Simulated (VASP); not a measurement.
# SiC (Moissanite) (P6_3mc) in VASP: a series of runs

SiC (Moissanite) is run at these levels: PBE; tasks: relaxation of the atoms, single point.

Everything below comes from runs of VASP 6.6.1. Logs are shortened: lines on timing, memory, paths and dates and some standing lists are left out, and cuts for length are marked.

### 1 The cell of the first run

Symmetry: P6_3mc, No. 186, hexagonal system. Conventional cell: a = 3.076 Å, b = 3.076 Å, c = 5.048 Å, α = 90.00°, β = 90.00°, γ = 120.00°. Within 2.5 Å of Si (site symmetry 3m) lie 4 C at 1.87 to 1.94 Å. C (site symmetry 3m) has 4 Si at 1.87 to 1.94 Å within 2.5 Å.

### 2 Relaxation of the atoms, PBE

INCAR

```
SYSTEM = SiC
PREC = Accurate
ENCUT = 520
EDIFF = 1E-7
ISMEAR = -1
SIGMA = 0.02
LREAL = .FALSE.
LASPH = .TRUE.
NELM = 60
ALGO = Normal
ISIF = 2
LWAVE = .FALSE.
LCHARG = .FALSE.
GGA = PE
IBRION = 2
NSW = 80
EDIFFG = -0.02
```

KPOINTS

```
regular mesh
0
G
  16 16 9
  0 0 0
```

POSCAR

```
SiC
1.0
    3.0760000000      0.0000000000      0.0000000000
   -1.5380000000      2.6638941420      0.0000000000
    0.0000000000      0.0000000000      5.0480000000
Si C
2 2
Direct
    0.3333333333      0.6666666667      0.0000000000
    0.6666666667      0.3333333333      0.5000000000
    0.3333333333      0.6666666667      0.3850000000
    0.6666666667      0.3333333333      0.8850000000
```

Potentials or basis: VASP PAW PBE potentials, release 64 (Si, C).

Run with:

```sh
$ cat potpaw_PBE.64/Si/POTCAR potpaw_PBE.64/C/POTCAR > POTCAR
$ mpirun -np 1 vasp_std > vasp.out
```

OUTCAR:

```text
SYSTEM = SiC
   PREC = Accurate
   ENCUT = 520
   EDIFF = 1E-7
   ISMEAR = -1
   LREAL = .FALSE.
   LASPH = .TRUE.
   NELM = 60
   ISIF = 2
   GGA = PE
   IBRION = 2
   NSW = 80
   EDIFFG = -0.02

 ion  position               nearest neighbor table
   1  0.333  0.667  0.000-   4 1.87   4 1.87   4 1.87   3 1.94   2 3.09   2 3.09   2 3.09   2 3.09
                             2 3.09   2 3.09
   2  0.667  0.333  0.500-   3 1.87   3 1.87   3 1.87   4 1.94   1 3.09   1 3.09   1 3.09   1 3.09
                             1 3.09   1 3.09
   3  0.333  0.667  0.385-   2 1.87   2 1.87   2 1.87   1 1.94
   4  0.667  0.333  0.885-   1 1.87   1 1.87   1 1.87   2 1.94

  LATTYP: Found a hexagonal cell.
 ALAT       =     3.0760000000
 C/A-ratio  =     1.6410923277

  Lattice vectors:

 A1 = (   3.0760000000,   0.0000000000,   0.0000000000)
 A2 = (  -1.5380000000,   2.6638941420,   0.0000000000)
 A3 = (   0.0000000000,   0.0000000000,   5.0480000000)

Analysis of symmetry for initial positions (statically):
=====================================================================
 Subroutine PRICEL returns:
 Original cell was already a primitive cell.

 Routine SETGRP: Setting up the symmetry group for a
 hexagonal supercell.

 Subroutine GETGRP returns: Found 12 space group operations
 (whereof  6 operations were pure point group operations)
 out of a pool of 24 trial point group operations.

The static configuration has the point symmetry C_3v.
 The point group associated with its full space group is C_6v.

Analysis of symmetry for dynamics (positions and initial velocities):
=====================================================================
 Subroutine PRICEL returns:
 Original cell was already a primitive cell.

 Routine SETGRP: Setting up the symmetry group for a
 hexagonal supercell.

 Subroutine GETGRP returns: Found 12 space group operations
 (whereof  6 operations were pure point group operations)
 out of a pool of 24 trial point group operations.

The dynamic configuration has the point symmetry C_3v.
 The point group associated with its full space group is C_6v.

 Subroutine INISYM returns: Found 12 space group operations
 (whereof  6 operations are pure point group operations),
 and found     1 'primitive' translations

----------------------------------------------------------------------------------------

                                     Primitive cell

[... 108 lines left out ...]
   EFERMI =   0.00;   METHOD = LEGACY
   ISMEAR =    -1;   SIGMA  =   0.02  broadening in eV -4-tet -1-fermi 0-gaus
   EFERMI_NEDOS =   21; number of points for ismear=-14 and -15
   IALGO  =     38    algorithm
   IMIX   =      4    mixing-type and parameters
     AMIX     =   0.40;   BMIX     =  1.00
     AMIX_MAG =   1.60;   BMIX_MAG =  1.00
  volume/ion in A,a.u.               =      10.34        69.78
  Fermi-wavevector in a.u.,A,eV,Ry     =   1.192817  2.254098 19.358549  1.422813
  Thomas-Fermi vector in A             =   2.328847
   LORBIT       =      0    0 simple, 1 ext, 2 COOP (PROOUT), +10 PAW based schemes
   GGA     = PE    functional components
   LHFCALC =     F    Hartree Fock is set to
   AEXX    =    0.0000 exact exchange contribution
   IVDW    =     0    specifies the selected vdW correction
   LEPSILON=     F    determine dielectric tensor
   LRPA    =     F    only Hartree local field effects (RPA)
 conjugate gradient relaxation of ions
 non-spin polarized calculation
  energy-cutoff  :      520.00
  volume of cell :       41.36
 maximum number of plane-waves:      1132
 NGX is ok and might be reduce to    24
   NGX = 11   NGY = 11   NGZ = 19

--------------------------------------- Ionic step        1  -------------------------------------------

 number of electron      16.0000000 magnetization

 Free energy of the ion-electron system (eV)
  ---------------------------------------------------
  ext. energy  EPLUGINS =         0.00000000
  ---------------------------------------------------
  free energy    TOTEN  =       -30.06729830 eV

  energy without entropy =      -30.06729830  energy(sigma->0) =      -30.06729830

------------------------ aborting loop because EDIFF is reached ----------------------------------------

  FORCE on cell =-STRESS in cart. coord.  units (eV):
  Direction    XX          YY          ZZ          XY          YZ          ZX
  --------------------------------------------------------------------------------------
  -------------------------------------------------------------------------------------
  Total        1.3560351      1.3560351      0.1068007      0.0000000      0.0000000      0.0000000
  in kB       52.5241301     52.5241301      4.1367755      0.0000000      0.0000000      0.0000000
  external PRESSURE =      36.3950119 kB  Pullay stress =       0.0000000 kB
[... 63 lines left out ...]
--------------------------------------- Ionic step        3  -------------------------------------------

 number of electron      15.9999999 magnetization

 Free energy of the ion-electron system (eV)
  ---------------------------------------------------
  ext. energy  EPLUGINS =         0.00000000
  ---------------------------------------------------
  free energy    TOTEN  =       -30.10348156 eV

  energy without entropy =      -30.10348156  energy(sigma->0) =      -30.10348156

 E-fermi :   8.6539     XC(G=0): -11.3503

 val. band max:        8.2597550016   @ k =   0.0000   0.0000   0.0000
 cond. band min:      10.5965581922   @ k =   0.3125   0.3125   0.0000
 fundamental gap:      2.3368031905
 Fermi energy:         8.6538681419

 k-point     1 :       0.0000    0.0000    0.0000
  band No.  band energies     occupation
      1      -7.3096      2.00000
      2      -3.7426      2.00000
      3      -0.4380      2.00000
      4       6.9427      2.00000
      5       6.9427      2.00000
      6       8.1480      2.00000
      7       8.2598      2.00000
      8       8.2598      2.00000
      9      13.0630      0.00000
     10      14.4698      0.00000
     11      14.9251      0.00000
     12      14.9251      0.00000
[... 331 lines left out ...]
 k-point    24 :       0.2500    0.1875    0.0000
  band No.  band energies     occupation
      1      -4.9400      2.00000
      2      -2.1383      2.00000
      3       1.0315      2.00000
      4       2.4050      2.00000
      5       2.9868      2.00000
      6       4.1976      2.00000
      7       5.9604      2.00000
      8       6.1248      2.00000
      9      12.1030      0.00000
     10      14.2188      0.00000
     11      15.7117      0.00000
     12      16.1811      0.00000

 [... further k-points ...]
[... 5 lines left out ...]
  --------------------------------------------------------------------------------------
  -------------------------------------------------------------------------------------
  Total        0.8715952      0.8715952      0.8612799      0.0000000      0.0000000      0.0000000
  in kB       33.7600256     33.7600256     33.3604782      0.0000000      0.0000000      0.0000000
  external PRESSURE =      33.6268431 kB  Pullay stress =       0.0000000 kB
[... 19 lines left out ...]
  FREE ENERGIE OF THE ION-ELECTRON SYSTEM (eV)
  ---------------------------------------------------
  free  energy   TOTEN  =       -30.1034815622 eV

  energy  without entropy=      -30.1034815622  energy(sigma->0) =      -30.10348156

 reached required accuracy - stopping structural energy minimisation
```

CONTCAR:

```text
SiC
   1.00000000000000
     3.0760000000000001    0.0000000000000000    0.0000000000000000
    -1.5380000000000000    2.6638941420000002    0.0000000000000000
     0.0000000000000000    0.0000000000000000    5.0480000000000000
  Si              C
     2     2
Direct
     0.3333333332999970    0.6666666667000030    0.0045944043062957
     0.6666666667000030    0.3333333332999970    0.5045944043062957
     0.3333333332999970    0.6666666667000030    0.3804055956937023
     0.6666666667000030    0.3333333332999970    0.8804055956937024

  0.00000000E+00  0.00000000E+00  0.00000000E+00
  0.00000000E+00  0.00000000E+00  0.00000000E+00
  0.00000000E+00  0.00000000E+00  0.00000000E+00
  0.00000000E+00  0.00000000E+00  0.00000000E+00
```

It took 4.7 min on 1 thread of AMD EPYC 7R13, shared host; peak memory 0.17 GiB.

What came out:

- Free energy: -30.1035 eV
- Energy gained by relaxing: 9.0 meV/atom
- Ionic steps: 3
- Pressure after relaxing: 3.4 GPa
- Band gap on the k mesh: 2.34 eV, indirect (least direct gap 3.97 eV)

The path:
| step | energy change (eV) | largest force (eV/Å) | pressure (GPa) |
| --- | --- | --- | --- |
| 1 | 0.0000 | 0.7527 | 3.64 |
| 2 | -0.0233 | 0.4995 | 3.41 |
| 3 | -0.0362 | 0.0003 | 3.36 |

Final structure:
```cif
data_structure
_symmetry_space_group_name_H-M 'P 1'
_symmetry_Int_Tables_number 1
_cell_length_a 3.0760
_cell_length_b 3.0760
_cell_length_c 5.0480
_cell_angle_alpha 90.000
_cell_angle_beta 90.000
_cell_angle_gamma 120.000
_cell_volume 41.36
loop_
_atom_site_label
_atom_site_type_symbol
_atom_site_fract_x
_atom_site_fract_y
_atom_site_fract_z
_atom_site_occupancy
Si1 Si 0.33333 0.66667 0.00459 1
Si2 Si 0.66667 0.33333 0.50459 1
C1 C 0.33333 0.66667 0.38041 1
C2 C 0.66667 0.33333 0.88041 1
```

A k mesh can miss the band edges. A hybrid or GW would open this gap; PBE tends to underestimate it.

### 3 Single point, PBE (z stretched by -3 %, then relaxed in part)

INCAR

```
SYSTEM = SiC
PREC = Accurate ; ENCUT = 520
EDIFF = 1E-6 ; ISMEAR = -1
SIGMA = 0.02 ; LREAL = .FALSE.
LASPH = .TRUE. ; NELM = 60
ALGO = Normal ; ISIF = 2
LWAVE = .FALSE. ; LCHARG = .FALSE.
GGA = PE ; NBANDS = 16
```

KPOINTS

```
Automatic mesh
0
G
  16 16 9
  0 0 0
```

POSCAR

```
SiC
1.0
    3.0760000000      0.0000000000      0.0000000000
   -1.5380000000      2.6638941420      0.0000000000
    0.0000000000      0.0000000000      4.8965600000
Si C
2 2
Direct
    0.3333333333      0.6666666667      0.0026338324
    0.6666666667      0.3333333333      0.5026338324
    0.3333333333      0.6666666667      0.3823661676
    0.6666666667      0.3333333333      0.8823661676
```

Potentials or basis: VASP PAW PBE potentials, release 64 (Si, C).

Run with:

```sh
$ cat potpaw_PBE.64/Si/POTCAR potpaw_PBE.64/C/POTCAR > POTCAR
$ mpirun -np 1 vasp_std > vasp.out
```

Wall time 33 s (1 thread of Intel Xeon 6975P-C (Granite Rapids), shared host); peak memory 0.2 GiB.

It converged, with:

| Property | Result |
| --- | --- |
| Free energy | -30.0106 eV |
| Pressure | 10.6 GPa |
| Largest force | 0.008 eV/Å |
| Band gap on the k mesh | 2.33 eV, indirect (least direct gap 3.78 eV) |

Forces on the atoms (eV/Å):
```
Si   0.000  0.000 -0.008
Si   0.000  0.000 -0.008
C    0.000  0.000  0.008
C    0.000  0.000  0.008
```

Stress tensor (GPa, compression positive):
```
 5.48  0.00  0.00
 0.00  5.48  0.00
 0.00  0.00 20.87
```

Levels at points of the mesh, in eV from the valence-band top:
```tsv
k point	band 4	band 5	band 6	band 7	band 8	band 9	band 10	band 11	band 12	band 13
(0.00, 0.00, 0.00)	-1.67	-1.67	-0.20	-0.20	0.00	4.44	6.47	6.47	6.73	8.11
(0.50, 0.00, 0.00)	-6.33	-5.64	-3.69	-3.45	-1.32	2.46	4.38	6.96	7.09	10.52
```

Caveat: the cell differs from its parent crystal (z stretched by -3 %, then relaxed in part). A k mesh can miss the band edges.
